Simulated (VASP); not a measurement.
Set up this calculation in VASP 6.6.1, as the native input.

```yaml
Task: single point
Functional: PBE
Potentials_or_basis: VASP PAW PBE potentials, release 64 (Mn_pv, S)
Cutoff: 520 eV
k_mesh: 4 × 4 × 2
Occupations: gaussian, width 0.05 eV
Spin: collinear spin, antiferromagnetic start
Starting_moments: "[4.37, -4.37, 0.0, 0.0] μB"
Dipole_correction: no
Further_INCAR_settings: ALGO = Normal; EDIFF = 1e-06; NBANDS = 31
```

The structure of MnS lies in POSCAR:

```
MnS
1.0
    3.9998416730     -0.0000000001      0.0000000000
   -1.9999208364      3.4639645000      0.0000000000
    0.0000000000      0.0000000000      6.3555563023
Mn S
2 2
Direct
    0.3333333333      0.6666666667      0.0070008098
    0.6666666667      0.3333333333      0.5070001545
    0.3333333333      0.6666666667      0.3779995829
    0.6666666667      0.3333333333      0.8779994528
```

One way to write it, as run:

INCAR

```
PREC = Accurate
ENCUT = 520
EDIFF = 1E-6
ISMEAR = 0
SIGMA = 0.05
LREAL = False
LASPH = True
NELM = 150
ALGO = Normal
ISIF = 2
LWAVE = False
LCHARG = True
ISPIN = 2
MAGMOM = 4.37 -4.37 0 0
LORBIT = 11
LMAXMIX = 4
GGA = PE
LELF = True
LVHAR = True
NBANDS = 31
```

KPOINTS

```
regular mesh
0
Gamma
  4 4 2
```

Potentials or basis: VASP PAW PBE potentials, release 64 (Mn_pv, S).

Command:

```bash
$ cat potpaw_PBE.64/Mn_pv/POTCAR potpaw_PBE.64/S/POTCAR > POTCAR
$ mpirun -np 1 vasp_std > vasp.out
```

Results of the run:

```yaml
Pressure: -1.6 GPa
Largest_force: 0.026 eV/Å
Band_gap_on_the_k_mesh: 1.10 eV (least direct gap 1.61 eV)
Net_moment: 0.00 μB per cell
Site_moments: Mn +4.18, -4.18; S -0.03, +0.03 μB
Valence_electrons_inside_the_program's_atomic_spheres: Mn 11.39; S 3.75
```

Caveat: the k points lie up to 0.49 Å⁻¹ apart; the antiferromagnetic order is the one typed at the start, and another may lie lower.

It took 28 s on 1 thread of AMD EPYC 9R45 96-Core Processor (Zen 5), on a shared host, peak memory 0.21 GiB.
